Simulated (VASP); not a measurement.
Runs of VASP 6.6.1 on CdBi3O. The structure is that of space group Pm-3m (No. 221), or close to it. The cells are those of the table. The cell was built from a structure type or drawn by symmetry, and may not be a known phase.

```csv
task,cell,k mesh,gap on the mesh (eV),pressure (GPa),relaxed volume (Å³/atom)
relaxation of cell and atoms,"relaxed from a = 5.010 Å, 5 atoms",8 × 8 × 8,none,0.0,25.34
relaxation of cell and atoms,"relaxed from a = 5.310 Å, 5 atoms",4 × 4 × 4,none,0.0,(a)
single point,"a = 5.310 Å, 5 atoms",4 × 4 × 4,none,-7.1,-
single point,"a = 5.010 Å, 5 atoms",4 × 4 × 4,none,-0.1,-
single point,"a = 5.022 Å, 5 atoms",8 × 8 × 8,none,0.0,-
```

Alike in all rows: level PBE; potentials or basis VASP PAW PBE potentials, release 64 (Cd, Bi_d, O); no spin polarisation; cutoff (eV) 600; smearing gaussian 0.1 eV.

**Question.** Estimate the missing entries.

**Answer.** (a) 25.09.

Caveats: spin-orbit coupling is left out, which moves the levels of the heavy elements; an odd number of electrons without spin polarisation forces a metal; a magnetic or distorted state may lie lower; the volume moved by over 15 % at a fixed basis, so the end points are rough (at least some runs); the cell stands under tension (at least some runs).

A k mesh can miss the band edges, and the runs leave out spin-orbit coupling on Bi, Cd.

A gap of «none» marks levels without a gap at the run's occupations.
